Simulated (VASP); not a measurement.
**SiC12: single point with PBE**

SiC12, a wire with vacuum:

```
CELL_PARAMETERS angstrom
4.93269 0.00000 0.00000
-1.23317 8.78588 0.00000
0.00000 0.00000 20.29071
ATOMIC_POSITIONS crystal
C 0.01970 0.07880 0.19713
C 0.51970 0.07880 0.19713
C 0.27463 0.09850 0.23117
C 0.77463 0.09850 0.23117
C 0.28448 0.13790 0.29924
C 0.78448 0.13790 0.29924
C 0.03930 0.15720 0.33240
C 0.53930 0.15720 0.33240
C 0.04968 0.19872 0.40354
C 0.54968 0.19872 0.40354
C 0.30407 0.21631 0.43324
C 0.80407 0.21631 0.43324
Si 0.55407 0.96631 0.45786
```

| Quantity | Value |
| --- | --- |
| Program | VASP 6.6.1 |
| Task | single point |
| Functional | PBE |
| Potentials or basis | VASP PAW PBE potentials, release 64 (C, Si) |
| Cutoff | 520 eV |
| k mesh | 6 × 3 × 1 |
| Occupations | gaussian, width 0.1 eV |
| Spin | no spin polarisation |

```json
{"Largest force": "3.549 eV/Å"}
```

Forces in eV/Å, atoms in the order of the input:
```
C    0.046  0.356  1.784
C   -0.067  0.335  1.813
C    0.024 -0.698 -3.200
C    0.001 -0.779 -3.463
C   -0.025  0.344  1.280
C   -0.008  0.376  1.456
C    0.213  0.644  0.187
C   -0.163  0.202 -0.243
C    0.347 -0.244 -1.217
C   -0.537 -0.416 -2.006
C    0.025 -1.180  1.353
C    0.125 -2.375  2.233
Si   0.020  3.435  0.023
```

Levels at points of the mesh, in eV from the Fermi level:
```
           k point  band 24  band 25  band 26  band 27  band 28  band 29
(0.00, 0.00, 0.00)    -0.58    -0.32    -0.25     0.17     0.73     0.83
(0.50, 0.00, 0.00)    -0.48    -0.23    -0.07    -0.05     0.59     0.69
```

Run time: 12 min on 1 thread of Intel(R) Xeon(R) Platinum 8488C (Sapphire Rapids) (shared host), peak memory 0.97 GiB.
